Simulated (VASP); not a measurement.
# SnO2 (C2/m) in VASP: a series of runs, part 2 of 2

VASP 6.6.1. The steps go on from the part before.

### Step 3. Electric field gradients, LDA (equal xy, yz and zx shear strains of +3 %)

INCAR

```
SYSTEM = SnO2
PREC = Accurate
ENCUT = 520
EDIFF = 1E-8
ISMEAR = -1
SIGMA = 0.03
LREAL = .FALSE.
LASPH = .TRUE.
NELM = 100
ALGO = Normal
ISIF = 2
LWAVE = .FALSE.
LCHARG = .FALSE.
LEFG = .TRUE.
NBANDS = 35
```

KPOINTS

```
regular mesh
0
G
  4 4 6
  0 0 0
```

POSCAR

```
SnO2
1.0
    4.7373500000      0.0710602500      0.0710602500
    0.0710602500      4.7373500000      0.0710602500
    0.0477960000      0.0477960000      3.1864000000
Sn O
2 4
Direct
    0.0000000000      0.0000000000      0.0000000000
    0.5000000000      0.5000000000      0.5000000000
    0.3056200000      0.3056200000      0.0000000000
    0.1943800000      0.8056200000      0.5000000000
    0.6943800000      0.6943800000      0.0000000000
    0.8056200000      0.1943800000      0.5000000000
```

Potentials or basis: VASP PAW LDA potentials, release 64 (Sn_d, O).

On the command line:

```bash
> cat potpaw_LDA.64/Sn_d/POTCAR potpaw_LDA.64/O/POTCAR > POTCAR
> mpirun -np 1 vasp_std > vasp.out
```

OUTCAR:

```text
SYSTEM = SnO2
   PREC = Accurate
   ENCUT = 520
   EDIFF = 1E-8
   ISMEAR = -1
   LREAL = .FALSE.
   LASPH = .TRUE.
   NELM = 100
   ISIF = 2

 ion  position               nearest neighbor table
   1  0.000  0.000  0.000-   4 2.05   6 2.05   4 2.05   6 2.05   5 2.08   3 2.08   2 3.66   2 3.66
                             2 3.66   2 3.66   2 3.69   2 3.69
   2  0.500  0.500  0.500-   4 2.02   6 2.02   3 2.03   5 2.03   3 2.11   5 2.11   1 3.66   1 3.66
                             1 3.66   1 3.66   1 3.69   1 3.69
   3  0.306  0.306  0.000-   2 2.03   1 2.08   2 2.11
   4  0.194  0.806  0.500-   2 2.02   1 2.05   1 2.05
   5  0.694  0.694  0.000-   2 2.03   1 2.08   2 2.11
   6  0.806  0.194  0.500-   2 2.02   1 2.05   1 2.05

  LATTYP: Found a base centered monoclinic cell.
 ALAT       =     6.8016039653
 B/A-ratio  =     0.9702314754
 C/A-ratio  =     0.4685831277
 COS(beta)  =    -0.0420942467

  Lattice vectors:

 A1 = (  -4.7373500000,  -0.0710602500,  -0.0710602500)
 A2 = (  -0.0710602500,  -4.7373500000,  -0.0710602500)
 A3 = (   0.0477960000,   0.0477960000,   3.1864000000)

Analysis of symmetry for initial positions (statically):
=====================================================================
 Subroutine PRICEL returns:
 Original cell was already a primitive cell.

 Routine SETGRP: Setting up the symmetry group for a
 base centered monoclinic supercell.

 Subroutine GETGRP returns: Found  4 space group operations
 (whereof  4 operations were pure point group operations)
 out of a pool of  4 trial point group operations.

The static configuration has the point symmetry C_2h.

Analysis of symmetry for dynamics (positions and initial velocities):
=====================================================================
 Subroutine PRICEL returns:
 Original cell was already a primitive cell.

 Routine SETGRP: Setting up the symmetry group for a
 base centered monoclinic supercell.

 Subroutine GETGRP returns: Found  4 space group operations
 (whereof  4 operations were pure point group operations)
 out of a pool of  4 trial point group operations.

The dynamic configuration has the point symmetry C_2h.

 Subroutine INISYM returns: Found  4 space group operations
 (whereof  4 operations are pure point group operations),
 and found     1 'primitive' translations

----------------------------------------------------------------------------------------

                                     Primitive cell

  volume of cell :      71.4629

  direct lattice vectors                    reciprocal lattice vectors
     4.737350000  0.071060250  0.071060250     0.211182105 -0.003120918 -0.003120918
     0.071060250  4.737350000  0.071060250    -0.003120918  0.211182105 -0.003120918
     0.047796000  0.047796000  3.186400000    -0.004639995 -0.004639995  0.313972993

  length of vectors
     4.738415784  4.738415784  3.187116859     0.211228222  0.211228222  0.314041557

  position of ions in fractional coordinates (direct lattice)
     0.000000000  0.000000000  0.000000000
     0.500000000  0.500000000  0.500000000
     0.305620000  0.305620000  0.000000000
     0.194380000  0.805620000  0.500000000
     0.694380000  0.694380000  0.000000000
[... 103 lines left out ...]
  volume/ion in A,a.u.               =      11.91        80.38
  Fermi-wavevector in a.u.,A,eV,Ry     =   1.472479  2.782581 29.500057  2.168193
  Thomas-Fermi vector in A             =   2.587488
   LORBIT       =      0    0 simple, 1 ext, 2 COOP (PROOUT), +10 PAW based schemes
   GGA     = CA    functional components
   LHFCALC =     F    Hartree Fock is set to
   AEXX    =    0.0000 exact exchange contribution
   IVDW    =     0    specifies the selected vdW correction
   LEPSILON=     F    determine dielectric tensor
   LRPA    =     F    only Hartree local field effects (RPA)
 non-spin polarized calculation
  energy-cutoff  :      520.00
  volume of cell :       71.46
 maximum number of plane-waves:      1943
   NGX = 17   NGY = 17   NGZ = 11

 number of electron      51.9999982 magnetization

 Free energy of the ion-electron system (eV)
  ---------------------------------------------------
  ext. energy  EPLUGINS =         0.00000000
  ---------------------------------------------------
  free energy    TOTEN  =       -42.19373303 eV

  energy without entropy =      -42.19373303  energy(sigma->0) =      -42.19373303

 E-fermi :   6.4670     XC(G=0): -11.8062

 val. band max:        5.8929536441   @ k =   0.0000   0.0000   0.0000
 cond. band min:       7.0338922523   @ k =   0.0000   0.0000   0.0000
 fundamental gap:      1.1409386081
 Fermi energy:         6.4670231777

 k-point     1 :       0.0000    0.0000    0.0000
  band No.  band energies     occupation
      1     -15.1686      2.00000
      2     -14.3756      2.00000
      3     -14.1637      2.00000
      4     -14.1100      2.00000
      5     -14.0280      2.00000
      6     -13.9786      2.00000
[... 901 lines left out ...]
     34      17.8737      0.00000
     35      18.2384      0.00000

 [... further k-points ...]
[... 5 lines left out ...]
  --------------------------------------------------------------------------------------
  -------------------------------------------------------------------------------------
  Total        0.1351153      0.1351153      0.5769397     -2.7071261     -1.4984584     -1.4984585
  in kB        3.0292439      3.0292439     12.9348112    -60.6929352    -33.5949782    -33.5949790
  external PRESSURE =       6.3310997 kB  Pullay stress =       0.0000000 kB

 VOLUME and BASIS-vectors are now :
 -----------------------------------------------------------------------------
  energy-cutoff  :      520.00
  volume of cell :       71.46
      direct lattice vectors                 reciprocal lattice vectors
     4.737350000  0.071060250  0.071060250     0.211182105 -0.003120918 -0.003120918
     0.071060250  4.737350000  0.071060250    -0.003120918  0.211182105 -0.003120918
     0.047796000  0.047796000  3.186400000    -0.004639995 -0.004639995  0.313972993

 POSITION                                       TOTAL-FORCE (eV/Angst)
 -----------------------------------------------------------------------------------
      0.00000      0.00000      0.00000         0.000000      0.000000     -0.000000
      2.42810      2.42810      1.66426         0.000000      0.000000     -0.000000
      1.46955      1.46955      0.04343        -0.065897     -0.065897      0.314939
      1.00199      3.85421      1.66426        -0.130192      0.130192     -0.000000
      3.33886      3.33886      0.09869         0.065897      0.065897     -0.314939
      3.85421      1.00199      1.66426         0.130192     -0.130192     -0.000000
 -----------------------------------------------------------------------------------
    total drift:                                0.000000      0.000000      0.000000

  FREE ENERGIE OF THE ION-ELECTRON SYSTEM (eV)
  ---------------------------------------------------
  free  energy   TOTEN  =       -42.1937330268 eV

  energy  without entropy=      -42.1937330267  energy(sigma->0) =      -42.19373303

 Electric field gradients (V/A^2)
---------------------------------------------------------------------
 ion       V_xx      V_yy      V_zz      V_xy      V_xz      V_yz
---------------------------------------------------------------------
   1      36.175    36.175   -72.351   -10.349    -7.844    -7.844
   2      14.288    14.288   -28.575    56.397    50.956    50.956
   3     -21.532   -21.532    43.064    83.806    -0.194    -0.194
   4     -24.957   -24.957    49.914   -80.099     5.795     5.795
   5     -21.532   -21.532    43.064    83.806    -0.194    -0.194
   6     -24.957   -24.957    49.914   -80.099     5.795     5.795
---------------------------------------------------------------------

 Electric field gradients after diagonalization (V/A^2)
 (convention: |V_zz| > |V_xx| > |V_yy|)
----------------------------------------------------------------------
 ion       V_xx      V_yy      V_zz     asymmetry (V_yy - V_xx)/ V_zz
----------------------------------------------------------------------
   1      46.525    27.064   -73.588       0.264
   2     -66.445   -42.109   108.554       0.224
   3      62.278    43.060  -105.338       0.182
   4      55.142    50.346  -105.488       0.045
   5      62.278    43.060  -105.338       0.182
   6      55.142    50.346  -105.488       0.045
----------------------------------------------------------------------

           NMR quadrupolar parameters

 Cq : quadrupolar parameter    Cq=e*Q*V_zz/h
 eta: asymmetry parameters     (V_yy - V_xx)/ V_zz
 Q  : nuclear electric quadrupole moment in mb (millibarn)
----------------------------------------------------------------------
 ion       Cq(MHz)       eta       Q (mb)
----------------------------------------------------------------------
   1      -0.178       0.264       1.000
   2       0.262       0.224       1.000
   3      -0.255       0.182       1.000
   4      -0.255       0.045       1.000
   5      -0.255       0.182       1.000
   6      -0.255       0.045       1.000
----------------------------------------------------------------------
```

OSZICAR:

```text
N       E                     dE             d eps       ncg     rms          rms(c)
DAV:   1     0.638021514523E+03    0.63802E+03   -0.25520E+04  2615   0.232E+03
DAV:   2     0.530797399094E+02   -0.58494E+03   -0.55228E+03  2599   0.616E+02
DAV:   3    -0.433781647996E+02   -0.96458E+02   -0.94970E+02  2634   0.209E+02
DAV:   4    -0.482509598359E+02   -0.48728E+01   -0.48401E+01  2999   0.512E+01
DAV:   5    -0.483808694266E+02   -0.12991E+00   -0.12969E+00  2991   0.874E+00    0.159E+01
DAV:   6    -0.422615272263E+02    0.61193E+01   -0.16944E+01  3763   0.646E+01    0.643E+00
DAV:   7    -0.422887509136E+02   -0.27224E-01   -0.19965E+00  2760   0.798E+00    0.320E+00
DAV:   8    -0.422084361859E+02    0.80315E-01   -0.21389E-01  3742   0.428E+00    0.736E-01
DAV:   9    -0.421935228497E+02    0.14913E-01   -0.30249E-02  3836   0.294E+00    0.118E-01
DAV:  10    -0.421937606026E+02   -0.23775E-03   -0.33596E-03  2626   0.364E-01    0.934E-02
DAV:  11    -0.421937363745E+02    0.24228E-04   -0.34822E-04  3711   0.144E-01    0.230E-02
DAV:  12    -0.421937333176E+02    0.30569E-05   -0.41286E-05  3645   0.710E-02    0.753E-03
DAV:  13    -0.421937331786E+02    0.13904E-06   -0.29208E-06  3655   0.211E-02    0.326E-03
DAV:  14    -0.421937330181E+02    0.16043E-06   -0.77283E-07  3820   0.991E-03    0.498E-04
DAV:  15    -0.421937330281E+02   -0.10004E-07   -0.10391E-07  2810   0.209E-03    0.577E-04
DAV:  16    -0.421937330268E+02    0.13079E-08   -0.26057E-09  1605   0.810E-04
   1 F= -.42193733E+02 E0= -.42193733E+02  d E =-.138979E-09
```

Run time: 37 s. Hardware: 1 thread of Intel Xeon Platinum 8559C (Emerald Rapids), shared host; peak memory 0.19 GiB.

Results:

```
Free energy            : -42.1937 eV
Pressure               : 0.6 GPa
Largest force          : 0.328 eV/Å
Band gap on the k mesh : 1.14 eV, direct
```

Forces in eV/Å, atoms in the order of the input:
```
Sn   0.000  0.000  0.000
Sn   0.000  0.000  0.000
O   -0.066 -0.066  0.315
O   -0.130  0.130  0.000
O    0.066  0.066 -0.315
O    0.130 -0.130  0.000
```

Levels at points of the mesh, in eV from the valence-band top:
```
           k point  band 22  band 23  band 24  band 25  band 26  band 27  band 28  band 29  band 30  band 31
(0.00, 0.00, 0.00)    -1.43    -1.14    -0.90    -0.73     0.00     1.14     5.97     5.98     6.09    10.06
(0.50, 0.00, 0.00)    -1.97    -1.34    -1.14    -0.66    -0.62     4.18     4.41     6.76     6.87    10.53
(0.50, 0.50, 0.00)    -2.04    -1.50    -1.24    -1.10    -0.76     4.58     4.83     7.27     7.28    10.44
(0.00, 0.00, 0.50)    -2.64    -1.81    -1.64    -1.50    -1.08     5.93     6.08     9.36     9.41    10.25
(0.50, 0.00, 0.50)    -1.66    -1.27    -1.01    -0.82    -0.66     6.17     6.39     7.53     8.09    10.63
(0.50, 0.50, 0.50)    -2.38    -1.12    -1.03    -0.85    -0.70     4.52     4.77     8.44     8.76    10.50
```

Electric field gradients, principal values (V/Å²):
```csv
atom,least,middle,greatest (by size)
1 Sn,27.064,46.525,-73.588
2 Sn,-42.109,-66.445,108.554
3 O,43.060,62.278,-105.338
4 O,50.346,55.142,-105.488
5 O,43.060,62.278,-105.338
6 O,50.346,55.142,-105.488
```

Caveat: the cell differs from its parent crystal (equal xy, yz and zx shear strains of +3 %); without QUAD_EFG the Cq values of the log hold for a quadrupole moment of 1 mb, not for the nuclei; spin-orbit coupling is left out, which moves the levels of the heavy elements.
